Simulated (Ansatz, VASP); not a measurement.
**MgO2 in VASP and in Ansatz**

```xyz
3
Lattice="1.5646 0.9033 3.5813 -1.5646 0.9033 3.5813 0.0000 -1.8067 3.5813" Properties=species:S:1:pos:R:3 pbc="T T T"
Mg    0.0000    0.0000    0.0000
O     0.0000    0.0000    4.6069
O     0.0000    0.0000    6.1371
```

Change from the starting cell: strain -0.025 along x and y, +0.025 along z, atoms carried along.

Alike in both runs: task single point; functional r2SCAN; k mesh 12 × 12 × 12; occupations gaussian, width 0.05 eV; no spin polarisation.

|  | VASP | Ansatz |
| --- | --- | --- |
| version | VASP 6.6.1 | Ansatz 0.2.0 |
| potentials or method | VASP PAW PBE potentials, release 64 (Mg, O), cutoff 520 eV | scalar-relativistic, plane waves, PAW |
| valence electrons in the cell | 14 | 22 |

VASP gave:

* gap on the k mesh at the Fermi level (eV): 2.32
* least direct gap on the mesh (eV): 2.32
* pressure (GPa): -5.0
* traceless stress, the component that is largest in VASP (GPa): -12.40
* rms of the force components (eV/Å): 0.405

Estimate Ansatz's values.

gap on the k mesh at the Fermi level (eV): 2.35; least direct gap on the mesh (eV): 2.35; pressure (GPa): -4.5; traceless stress, the component that is largest in VASP (GPa): -13.56; rms of the force components (eV/Å): 0.505.

VASP's potentials were made for PBE, not for r2SCAN. Atom by atom the forces differ by 0.101 eV/Å (rms over components). VASP's potentials hold 14 valence electrons a cell and Ansatz's 22, so a difference there can come from the potentials and not from the codes.
